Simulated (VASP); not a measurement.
Runs of VASP 6.6.1 on CdSe (pbe). The structure is that of space group I-4m2 (No. 119), or close to it. The cells are those of the table. 

```tsv
task	cell	cutoff (eV)	smearing	gap on the mesh (eV)	pressure (GPa)
single point	a = 4.406, b = 4.406, c = 4.250 Å, angles 61.2, 61.2, 57.7°, 2 atoms	500	gaussian 0.02 eV	(a)	1.2
single point	a = 4.407, b = 4.407, c = 4.250 Å, angles 61.2, 61.2, 57.7°, 2 atoms	500	gaussian 0.02 eV	0.44	1.2
single point	a = 4.379, b = 4.379, c = 4.250 Å, angles 61.0, 61.0, 58.1°, 2 atoms	500	gaussian 0.02 eV	0.49	1.8
relaxation of the atoms	atoms relaxed from a = 4.379, b = 4.379, c = 4.250 Å, angles 61.0, 61.0, 58.1°, 2 atoms	450	gaussian 0.02 eV	0.49	1.7
single point	a = 4.407, b = 4.407, c = 4.250 Å, angles 61.2, 61.2, 57.7°, 2 atoms	500	gaussian 0.01 eV	0.44	1.2
```

Alike in all rows: level PBE; potentials or basis VASP PAW PBE potentials, release 64 (Cd, Se); no spin polarisation; k mesh 8 × 8 × 8.

Estimate the missing entries.

(a) 0.45.

Caveats: the relaxation stopped at its first step, so nothing moved (some runs).

A k mesh can miss the band edges, and the runs leave out spin-orbit coupling on Cd, Se.
